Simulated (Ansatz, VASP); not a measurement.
**Al2Cu: VASP beside Ansatz**

```xyz
6
Lattice="-3.0864 3.0864 2.5103 3.0864 -3.0864 2.5103 3.0864 3.0864 -2.5103" Properties=species:S:1:pos:R:3 pbc="T T T"
Al    4.0699    0.9835    0.0000
Al    2.1029    0.9835    2.5103
Al   -0.9835    2.1029    2.5103
Al    0.9835    2.1029    0.0000
Cu    0.0000    0.0000    3.7655
Cu    0.0000    0.0000    1.2552
```

Alike in both runs: task single point; functional PBEsol; k mesh 10 × 10 × 10; occupations gaussian, width 0.15 eV; no spin polarisation.

|  | VASP | Ansatz |
| --- | --- | --- |
| version | VASP 6.6.1 | Ansatz 0.2.0 |
| potentials or method | VASP PAW PBE potentials, release 64 (Al, Cu), cutoff 520 eV | scalar-relativistic, plane waves, PAW |
| valence electrons in the cell | 34 | 50 |

```csv
,VASP,Ansatz,Ansatz less VASP
gap on the k mesh at the Fermi level (eV),none,none,-
pressure (GPa),-8.5,-8.6,-0.07
"traceless stress, the component that is largest in VASP (GPa)",-0.69,-0.72,-0.034
rms of the force components (eV/Å),0.035,0.036,+0.0011
```

VASP's potentials were made for PBE, not for PBEsol, and Ansatz warns of the same on its side. Atom by atom the forces differ by 0.001 eV/Å (rms over components). A gap of «none» marks a metal or a gap that the smearing closes. VASP's potentials hold 34 valence electrons a cell and Ansatz's 50, so a difference there can come from the potentials and not from the codes.
